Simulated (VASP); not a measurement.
# Ge (a cell with a defect) in VASP: a series of runs

Ge (a cell with a defect) is run at these levels: PBE; tasks: single point.

Everything below comes from runs of VASP 6.6.1. Logs are shortened: lines on timing, memory, paths and dates and some standing lists are left out, and cuts for length are marked.

## Step 1: The cell of the first run

The cell holds a defect, 17 atoms: a = 8.004 Å, b = 8.004 Å, c = 8.004 Å, α = 60.00°, β = 60.00°, γ = 60.00°.

## Step 2: Single point, PBE

INCAR

```
SYSTEM = Ge
PREC     = Accurate       ! precision mode
ENCUT    = 520            ! plane-wave cutoff, eV
EDIFF    = 1E-6           ! SCF threshold, eV
ISMEAR   = -1             ! smearing method
SIGMA    = 0.05           ! smearing width, eV
LREAL    = Auto         
LASPH    = .TRUE.         ! aspherical terms in the spheres
NELM     = 60             ! most SCF steps
ALGO     = Normal         ! electronic algorithm
ISIF     = 2              ! what is computed and relaxed
LWAVE    = .FALSE.        ! write WAVECAR
LCHARG   = .FALSE.        ! write CHGCAR
GGA      = PE             ! functional
NBANDS   = 133            ! bands
```

KPOINTS

```
Automatic mesh
0
G
  2 2 2
  0 0 0
```

POSCAR

```
Ge
1.0
    0.0000000000      5.6600000000      5.6600000000
    5.6600000000      0.0000000000      5.6600000000
    5.6600000000      5.6600000000      0.0000000000
Ge
17
Direct
   -0.0776590106     -0.0042137809      0.1388604240
    0.1535689046      0.1007243816      0.1658127208
   -0.0139134276      0.0266342756      0.5453445230
    0.0522703180      0.1051325088      0.7743021201
    0.0507508834      0.4763692580     -0.0535777385
    0.1046908127      0.5967049470      0.1262455830
    0.0301766784      0.4388162544      0.5212190813
    0.2297703180      0.6266431095      0.5604416961
    0.4657420495      0.0492932862     -0.0870494700
    0.5561572438      0.0753268551      0.1908745583
    0.4248763251      0.0191519435      0.5615724382
    0.6341519435      0.1915194346      0.5542049470
    0.5063780919      0.4402296820      0.0084275618
    0.7011572438      0.6693551237     -0.0655035336
    0.6142667845      0.5411395760      0.3457332155
    0.5915371025      0.6362720848      0.6182155477
    0.8451766784      0.8010954064      0.5132862191
```

Potentials or basis: VASP PAW PBE potentials, release 64 (Ge_d).

Run with:

```sh
> cat potpaw_PBE.64/Ge_d/POTCAR > POTCAR
> mpirun -np 1 vasp_std > vasp.out
```

OUTCAR:

```text
SYSTEM = Ge
   PREC = Accurate
   ENCUT = 520
   EDIFF = 1E-6
   ISMEAR = -1
   LREAL = Auto
   LASPH = .TRUE.
   NELM = 60
   ISIF = 2
   GGA = PE

 ion  position               nearest neighbor table
   1  0.922  0.996  0.139-   4 2.38  17 2.50   2 2.51  10 2.52   6 2.80
   2  0.154  0.101  0.166-   9 2.29   3 2.51   1 2.51   5 2.55
   3  0.986  0.027  0.545-  12 2.42   2 2.51   4 2.55  17 2.72   8 2.77
   4  0.052  0.105  0.774-   1 2.38   7 2.40  11 2.51   3 2.55
   5  0.051  0.476  0.946-   6 2.37  14 2.45   2 2.55   8 2.57
   6  0.105  0.597  0.126-   5 2.37   7 2.61  13 2.63   1 2.80
   7  0.030  0.439  0.521-   4 2.40  17 2.49   6 2.61   8 2.88  16 2.89
   8  0.230  0.627  0.560-   5 2.57  15 2.58   3 2.77  17 2.81   7 2.88
   9  0.466  0.049  0.913-   2 2.29  12 2.40  14 2.63  10 2.78
  10  0.556  0.075  0.191-  13 2.44  11 2.48   1 2.52   9 2.78
  11  0.425  0.019  0.562-  10 2.48   4 2.51  16 2.55  12 2.62  17 2.83
  12  0.634  0.192  0.554-   9 2.40  15 2.41   3 2.42  11 2.62  17 2.81
  13  0.506  0.440  0.008-  10 2.44  16 2.59   6 2.63  14 2.65
  14  0.701  0.669  0.934-   5 2.45   9 2.63  13 2.65  15 2.72  17 2.75
  15  0.614  0.541  0.346-  12 2.41  16 2.55   8 2.58  14 2.72
  16  0.592  0.636  0.618-  17 2.54  15 2.55  11 2.55  13 2.59   7 2.89
  17  0.845  0.801  0.513-   7 2.49   1 2.50  16 2.54   3 2.72  14 2.75   8 2.81  12 2.81  11 2.83

  LATTYP: Found a face centered cubic cell.
 ALAT       =    11.3200000000

  Lattice vectors:

 A1 = (   0.0000000000,   5.6600000000,   5.6600000000)
 A2 = (   5.6600000000,   0.0000000000,   5.6600000000)
 A3 = (   5.6600000000,   5.6600000000,   0.0000000000)

Analysis of symmetry for initial positions (statically):
=====================================================================
 Subroutine PRICEL returns:
 Original cell was already a primitive cell.

 Routine SETGRP: Setting up the symmetry group for a
 face centered cubic supercell.

 Subroutine GETGRP returns: Found  1 space group operations
 (whereof  1 operations were pure point group operations)
 out of a pool of 48 trial point group operations.

The static configuration has the point symmetry C_1 .

Analysis of symmetry for dynamics (positions and initial velocities):
=====================================================================
 Subroutine PRICEL returns:
 Original cell was already a primitive cell.

 Routine SETGRP: Setting up the symmetry group for a
 face centered cubic supercell.

 Subroutine GETGRP returns: Found  1 space group operations
 (whereof  1 operations were pure point group operations)
 out of a pool of 48 trial point group operations.

The dynamic configuration has the point symmetry C_1 .

 Subroutine INISYM returns: Found  1 space group operations
 (whereof  1 operations are pure point group operations),
 and found     1 'primitive' translations

----------------------------------------------------------------------------------------

                                     Primitive cell

  volume of cell :     362.6430

  direct lattice vectors                    reciprocal lattice vectors
     0.000000000  5.660000000  5.660000000    -0.088339223  0.088339223  0.088339223
     5.660000000  0.000000000  5.660000000     0.088339223 -0.088339223  0.088339223
     5.660000000  5.660000000  0.000000000     0.088339223  0.088339223 -0.088339223

  length of vectors
     8.004448763  8.004448763  8.004448763     0.153008022  0.153008022  0.153008022

  position of ions in fractional coordinates (direct lattice)
     0.922340989  0.995786219  0.138860424
     0.153568905  0.100724382  0.165812721
     0.986086572  0.026634276  0.545344523
     0.052270318  0.105132509  0.774302120
     0.050750883  0.476369258  0.946422261
     0.104690813  0.596704947  0.126245583
[... 9 lines left out ...]
     0.591537102  0.636272085  0.618215548
     0.845176678  0.801095406  0.513286219

  ion indices of the primitive-cell ions
   primitive index   ion index
                 1           1
                 2           2
                 3           3
                 4           4
                 5           5
                 6           6
[... 9 lines left out ...]
                16          16
                17          17

----------------------------------------------------------------------------------------

 KPOINTS: Automatic mesh

Automatic generation of k-mesh.
 Grid dimensions read from file:
 generate k-points for:    2    2    2

 Generating k-lattice:

  Cartesian coordinates                     Fractional coordinates (reciprocal lattice)
    -0.044169611  0.044169611  0.044169611     0.500000000  0.000000000  0.000000000
     0.044169611 -0.044169611  0.044169611     0.000000000  0.500000000  0.000000000
     0.044169611  0.044169611 -0.044169611     0.000000000  0.000000000  0.500000000

  Length of vectors
     0.076504011  0.076504011  0.076504011

  Shift w.r.t. Gamma in fractional coordinates (k-lattice)
     0.000000000  0.000000000  0.000000000

 Subroutine IBZKPT returns following result:
 ===========================================

 Found      8 irreducible k-points:

 Following reciprocal coordinates:
            Coordinates               Weight
  0.000000  0.000000  0.000000      1.000000
  0.500000  0.000000  0.000000      1.000000
  0.000000  0.500000  0.000000      1.000000
  0.000000  0.000000  0.500000      1.000000
  0.500000  0.500000  0.500000      1.000000
  0.500000  0.500000  0.000000      1.000000
  0.000000  0.500000  0.500000      1.000000
  0.500000  0.000000  0.500000      1.000000
   k-points           NKPTS =      8   k-points in BZ     NKDIM =      8   number of bands    NBANDS=    133
   number of dos      NEDOS =    301   number of ions     NIONS =     17
   total plane-waves  NPLWV = 216000
   dimension x,y,z NGX =    60 NGY =   60 NGZ =   60
   dimension x,y,z NGXF=   120 NGYF=  120 NGZF=  120
   ions per type =              17
   NGX,Y,Z   is equivalent  to a cutoff of  12.46, 12.46, 12.46 a.u.
   NGXF,Y,Z  is equivalent  to a cutoff of  24.92, 24.92, 24.92 a.u.
 SYSTEM =  Ge
   PREC   = accura    normal or accurate (medium, high low for compatibility)
   ISTART =      0    job   : 0-new  1-cont  2-samecut
   ICHARG =      2    charge: 1-file 2-atom 10-const
   ISPIN  =      1    spin polarized calculation?
   LNONCOLLINEAR =      F non collinear calculations
   LSORBIT =      F    spin-orbit coupling
   LASPH  =      T    aspherical Exc in radial PAW
   ENCUT  =  520.0 eV  38.22 Ry    6.18 a.u.  14.88 14.88 14.88*2*pi/ulx,y,z
   NELM   =     60;   NELMIN=  2; NELMDL= -5     # of ELM steps
   EDIFF  = 0.1E-05   stopping-criterion for ELM
   LREAL  =      T    real-space projection
   EDIFFG = 0.1E-04   stopping-criterion for IOM
   NSW    =      0    number of steps for IOM
   IBRION =     -1    ionic relax: 0-MD 1-quasi-New 2-CG
   NFREE  =      0    steps in history (QN), initial steepest desc. (CG)
   ISIF   =      2    stress and relaxation
   ISYM   =      2    0-nonsym 1-usesym 2-fastsym
   POTIM  = 0.5000    time-step for ionic-motion
   TEBEG  =    0.0;   TEEND  =   0.0 temperature during run
   PSTRESS=    0.0 pullay stress
   NELECT =     238.0000    total number of electrons
   NUPDOWN=      -1.0000    fix difference up-down
   EMIN   =  10.00;   EMAX   =-10.00  energy-range for DOS
   EFERMI =   0.00;   METHOD = LEGACY
   ISMEAR =    -1;   SIGMA  =   0.05  broadening in eV -4-tet -1-fermi 0-gaus
   EFERMI_NEDOS =   21; number of points for ismear=-14 and -15
   IALGO  =     38    algorithm
   IMIX   =      4    mixing-type and parameters
     AMIX     =   0.40;   BMIX     =  1.00
     AMIX_MAG =   1.60;   BMIX_MAG =  1.00
  volume/ion in A,a.u.               =      21.33       143.96
  Fermi-wavevector in a.u.,A,eV,Ry     =   1.422681  2.688476 27.538462  2.024020
  Thomas-Fermi vector in A             =   2.543359
   LORBIT       =      0    0 simple, 1 ext, 2 COOP (PROOUT), +10 PAW based schemes
   GGA     = PE    functional components
   LHFCALC =     F    Hartree Fock is set to
   AEXX    =    0.0000 exact exchange contribution
   IVDW    =     0    specifies the selected vdW correction
   LEPSILON=     F    determine dielectric tensor
   LRPA    =     F    only Hartree local field effects (RPA)
 non-spin polarized calculation
  energy-cutoff  :      520.00
  volume of cell :      362.64
 maximum number of plane-waves:      9841
 NGX is ok and might be reduce to    60
   NGX = 29   NGY = 29   NGZ = 29

 number of electron     238.0000001 magnetization

 Free energy of the ion-electron system (eV)
  ---------------------------------------------------
  ext. energy  EPLUGINS =         0.00000000
  ---------------------------------------------------
  free energy    TOTEN  =       -69.85332035 eV

  energy without entropy =      -69.82270609  energy(sigma->0) =      -69.83801322

 E-fermi :   5.2474     XC(G=0): -10.3838

 val. band max:        5.1830623033   @ k =   0.0000   0.5000   0.5000
 cond. band min:       5.2867114263   @ k =   0.0000   0.0000   0.0000
 fundamental gap:      0.1036491230
 Fermi energy:         5.2474209955

 k-point     1 :       0.0000    0.0000    0.0000
  band No.  band energies     occupation
      1     -19.5760      2.00000
      2     -19.5096      2.00000
      3     -19.4984      2.00000
      4     -19.4840      2.00000
      5     -19.4708      2.00000
      6     -19.4523      2.00000
[... 123 lines left out ...]
    130       7.1908      0.00000
    131       7.2710      0.00000

 k-point     2 :       0.5000    0.0000    0.0000
  band No.  band energies     occupation
      1     -19.5721      2.00000
      2     -19.5132      2.00000
      3     -19.5093      2.00000
      4     -19.4887      2.00000
      5     -19.4707      2.00000
      6     -19.4571      2.00000
[... 123 lines left out ...]
    130       8.4572      0.00000
    131       8.6824      0.00000

 k-point     3 :       0.0000    0.5000    0.0000
  band No.  band energies     occupation
      1     -19.5764      2.00000
      2     -19.5209      2.00000
      3     -19.5007      2.00000
      4     -19.4749      2.00000
      5     -19.4703      2.00000
      6     -19.4548      2.00000
[... 123 lines left out ...]
    130       8.4953      0.00000
    131       8.5866      0.00000

 k-point     4 :       0.0000    0.0000    0.5000
  band No.  band energies     occupation
      1     -19.5720      2.00000
      2     -19.5311      2.00000
      3     -19.5039      2.00000
      4     -19.4830      2.00000
      5     -19.4748      2.00000
      6     -19.4529      2.00000
[... 123 lines left out ...]
    130       8.4774      0.00000
    131       8.7303      0.00000

 k-point     5 :       0.5000    0.5000    0.5000
  band No.  band energies     occupation
      1     -19.5768      2.00000
      2     -19.5142      2.00000
      3     -19.4979      2.00000
      4     -19.4867      2.00000
      5     -19.4727      2.00000
      6     -19.4576      2.00000
[... 123 lines left out ...]
    130       8.4995      0.00000
    131       8.5672      0.00000

 k-point     6 :       0.5000    0.5000    0.0000
  band No.  band energies     occupation
      1     -19.5721      2.00000
      2     -19.5249      2.00000
      3     -19.5085      2.00000
      4     -19.4776      2.00000
      5     -19.4767      2.00000
      6     -19.4578      2.00000
[... 123 lines left out ...]
    130       8.5344      0.00000
    131       8.8500      0.00000

 k-point     7 :       0.0000    0.5000    0.5000
  band No.  band energies     occupation
      1     -19.5723      2.00000
      2     -19.5210      2.00000
      3     -19.5047      2.00000
      4     -19.4898      2.00000
      5     -19.4732      2.00000
      6     -19.4593      2.00000
[... 123 lines left out ...]
    130       8.6203      0.00000
    131       8.8019      0.00000

 k-point     8 :       0.5000    0.0000    0.5000
  band No.  band energies     occupation
      1     -19.5772      2.00000
      2     -19.5231      2.00000
      3     -19.5011      2.00000
      4     -19.4797      2.00000
      5     -19.4730      2.00000
      6     -19.4580      2.00000
[... 123 lines left out ...]
    130       8.7164      0.00000
    131       8.8026      0.00000
 [bands above 131 left out]

------------------------ aborting loop because EDIFF is reached ----------------------------------------

  FORCE on cell =-STRESS in cart. coord.  units (eV):
  Direction    XX          YY          ZZ          XY          YZ          ZX
  --------------------------------------------------------------------------------------
  -------------------------------------------------------------------------------------
  Total       13.1098694     13.9724931     12.0215607      2.3494352     -1.9801219     -3.7096264
  in kB       57.9201472     61.7312680     53.1119379     10.3799381     -8.7482908    -16.3893400
  external PRESSURE =      57.5877844 kB  Pullay stress =       0.0000000 kB

 VOLUME and BASIS-vectors are now :
 -----------------------------------------------------------------------------
  energy-cutoff  :      520.00
  volume of cell :      362.64
      direct lattice vectors                 reciprocal lattice vectors
     0.000000000  5.660000000  5.660000000    -0.088339223  0.088339223  0.088339223
     5.660000000  0.000000000  5.660000000     0.088339223 -0.088339223  0.088339223
     5.660000000  5.660000000  0.000000000     0.088339223  0.088339223 -0.088339223

 POSITION                                       TOTAL-FORCE (eV/Angst)
 -----------------------------------------------------------------------------------
      6.42210      6.00640     10.85660        -0.585628      0.370903     -0.666695
      1.50860      1.80770      1.43930         1.381121     -0.875370     -0.653649
      3.23740      8.66790      5.73200        -0.384091      1.256189      0.348026
      4.97760      4.67840      0.89090        -0.789075     -0.443447      0.131316
      8.05300      5.64400      2.98350        -0.837202     -0.011248      0.046058
      4.09190      1.30710      3.96990         0.866031      0.989902      0.790451
[... 9 lines left out ...]
      7.10040      6.84720      6.94940        -0.363824      0.274648     -0.959949
      7.43940      7.68890      9.31790         0.626862      0.963800     -0.207962
 -----------------------------------------------------------------------------------
    total drift:                               -0.000376      0.002309      0.000839

  FREE ENERGIE OF THE ION-ELECTRON SYSTEM (eV)
  ---------------------------------------------------
  free  energy   TOTEN  =       -69.8533203522 eV

  energy  without entropy=      -69.8227060935  energy(sigma->0) =      -69.83801322
```

Wall time 33 min (1 thread of AMD EPYC 7R43 (Zen 3), shared host); peak memory 0.54 GiB.

What came out:

```yaml
Free_energy: -69.8533 eV
Pressure: 5.8 GPa
Largest_force: 1.903 eV/Å
Band_gap_on_the_k_mesh: 0.10 eV
```

Forces in eV/Å, atoms in the order of the input:
```
Ge  -0.586  0.371 -0.667
Ge   1.381 -0.875 -0.654
Ge  -0.384  1.256  0.348
Ge  -0.789 -0.443  0.131
Ge  -0.837 -0.011  0.046
Ge   0.866  0.990  0.790
Ge  -0.302 -0.399  0.783
Ge   0.251 -0.175 -0.477
Ge  -0.657  1.702  0.539
Ge  -0.783 -0.532  0.003
Ge   0.143 -0.287 -0.051
Ge  -0.004 -0.648 -0.237
Ge   0.606 -0.850  0.738
Ge   0.341 -0.644 -0.731
Ge   0.489 -0.693  0.607
Ge  -0.364  0.275 -0.960
Ge   0.627  0.964 -0.208
```

Caveat: the k points lie up to 0.48 Å⁻¹ apart.

## Step 3: Single point, PBE

INCAR

```
SYSTEM = Ge
  ALGO = Normal
  EDIFF = 1E-6
  ENCUT = 520
  GGA = PE
  ISIF = 2
  ISMEAR = -1
  LASPH = .TRUE.
  LCHARG = .TRUE.
  LELF = .TRUE.
  LREAL = Auto
  LVHAR = .TRUE.
  LWAVE = .FALSE.
  NBANDS = 133
  NELM = 100
  PREC = Accurate
  SIGMA = 0.05
```

KPOINTS

```
k-points
0
G
  2 2 2
  0 0 0
```

POSCAR

```
Ge
1.0
    0.0000000000      5.6600000000      5.6600000000
    5.6600000000      0.0000000000      5.6600000000
    5.6600000000      5.6600000000      0.0000000000
Ge
17
Direct
   -0.0190812721      0.1017314488     -0.0218197880
    0.0939399293      0.1855300353      0.1849293286
    0.0648144876     -0.0663339223      0.6664575972
   -0.2309805654      0.2530653710      0.7443374558
    0.0087102473      0.5386572438     -0.1068197880
    0.1563780919      0.7219257951     -0.0230565371
   -0.0671996466      0.5936130742      0.3820229682
    0.2467226148      0.5921466431      0.5116519435
    0.5005388693     -0.0466872792      0.0664222615
    0.6029328622      0.0032685512      0.3573498233
    0.1948498233      0.2017226148      0.5984010601
    0.5483480565      0.2554681979      0.5639840989
    0.4384982332      0.4235512367      0.0228798587
    0.6322526502      0.6378180212     -0.0713162544
    0.6921643110      0.5994081272      0.2658922261
    0.5062897527      0.6797703180      0.6467137809
    0.8445936396      0.9183922261      0.5271908127
```

Potentials or basis: VASP PAW PBE potentials, release 64 (Ge_d).

Run with:

```sh
> cat potpaw_PBE.64/Ge_d/POTCAR > POTCAR
> mpirun -np 1 vasp_std > vasp.out
```

It took 25 min on 1 thread of Intel Xeon 8259CL, shared host; peak memory 0.6 GiB.

Results (log left out):

```
Free energy            : -69.1707 eV
Pressure               : 2.9 GPa
Largest force          : 2.202 eV/Å
Band gap on the k mesh : zero (bands 119 and 120 overlap by 0.27 eV)
```

Forces in eV/Å, atoms in the order of the input:
```
Ge   0.689  0.806 -0.224
Ge  -0.261  0.260 -0.262
Ge  -1.036 -0.547  0.178
Ge   0.431 -0.663 -0.299
Ge  -0.171  0.267 -0.493
Ge   1.703 -0.677 -0.660
Ge   0.307  0.972  0.395
Ge   0.056 -0.215  0.312
Ge   0.245 -0.337 -0.024
Ge  -0.094 -0.920 -0.097
Ge  -0.242 -0.254  1.265
Ge   0.035  0.021  0.319
Ge  -0.836  1.639 -1.210
Ge   0.374  0.197  1.609
Ge  -0.268 -0.190 -0.888
Ge  -0.463 -0.792  0.113
Ge  -0.468  0.434 -0.033
```

Stress tensor (GPa, compression positive):
```
 3.73 -1.41 -0.64
-1.41  4.80 -0.43
-0.64 -0.43  0.28
```

Levels at points of the mesh, in eV from the Fermi level:
```csv
k point,band 117,band 118,band 119,band 120,band 121,band 122
"(0.00, 0.00, 0.00)",-0.34,-0.26,-0.13,0.01,0.33,0.42
"(0.50, 0.00, 0.00)",-0.55,-0.41,-0.16,0.36,0.68,0.80
"(0.00, 0.50, 0.00)",-0.57,-0.33,-0.17,0.10,0.33,0.66
"(0.00, 0.00, 0.50)",-0.80,-0.45,-0.12,-0.05,0.11,0.41
"(0.50, 0.50, 0.50)",-0.62,-0.51,-0.18,-0.12,0.46,0.50
"(0.50, 0.50, 0.00)",-0.62,-0.13,-0.05,0.14,0.50,0.86
"(0.00, 0.50, 0.50)",-0.73,-0.32,0.16,0.28,0.39,0.67
"(0.50, 0.00, 0.50)",-0.37,-0.21,0.07,0.21,0.36,0.50
```

Caveat: the k points lie up to 0.48 Å⁻¹ apart; the atoms stand as in a frame of molecular dynamics.

(Part 1 of 2 ends here.)
